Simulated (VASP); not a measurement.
Runs of VASP 6.6.1 on SiNi3. Symmetry: Pm-3m, No. 221, cubic system. The conventional cell has a = 3.542 Å, b = 3.542 Å, c = 3.542 Å, α = 90.00°, β = 90.00°, γ = 90.00°. Within 3.3 Å of Ni (site symmetry 4/mmm) lie 8 Ni at 2.50 Å and 4 Si at 2.50 Å. Si (site symmetry m-3m) has 12 Ni at 2.50 Å within 3.3 Å. 

```csv
level,potentials or basis,spin,fixed moment (μB),k mesh,cutoff (eV),smearing,gap on the mesh (eV),pressure (GPa),moment (μB)
PBE,"VASP PAW PBE potentials, release 64 (Ni_sv_GW, Si)","collinear, zero start",0.0,6 × 6 × 6,690,fermi-dirac 0.05 eV,-,-7.0,0.00
PBEsol,"VASP PAW PBE potentials, release 64 (Ni, Si)","collinear, ferromagnetic start",-,6 × 6 × 6,520,gaussian 0.05 eV,none,-13.9,0.00
r2SCAN,"VASP PAW PBE potentials, release 64 (Ni, Si)","collinear, ferromagnetic start",-,7 × 7 × 7,520,fermi-dirac 0.05 eV,none,-13.2,0.00
LDA,"VASP PAW LDA potentials, release 64 (Ni, Si)","collinear, ferromagnetic start",-,8 × 8 × 8,520,fermi-dirac 0.05 eV,none,(b),0.00
PBE,"VASP PAW PBE potentials, release 64 (Ni_sv_GW, Si)","collinear, ferromagnetic start",6.0,6 × 6 × 6,690,fermi-dirac 0.05 eV,-,(a),6.00
```

Alike in all rows: task single point; cell as given.

Problem. Fill in the values left out.

Solution. (a) 24.4; (b) -19.9.

Caveats: the cell stands under tension (at least some runs); the moments typed at the start vanished in this run (at least some runs); the PAW data sets were made with another functional, which shifts forces and pressure a little (at least some runs); the total moment is fixed, so each spin has its own Fermi level (at least some runs); the cell stands under pressure (at least some runs); the total moment is fixed, so each spin has its own Fermi level and the state may be an excited one (at least some runs).

A gap of «none» marks levels without a gap at the run's occupations.

The runs don't all hold the same shells in valence.
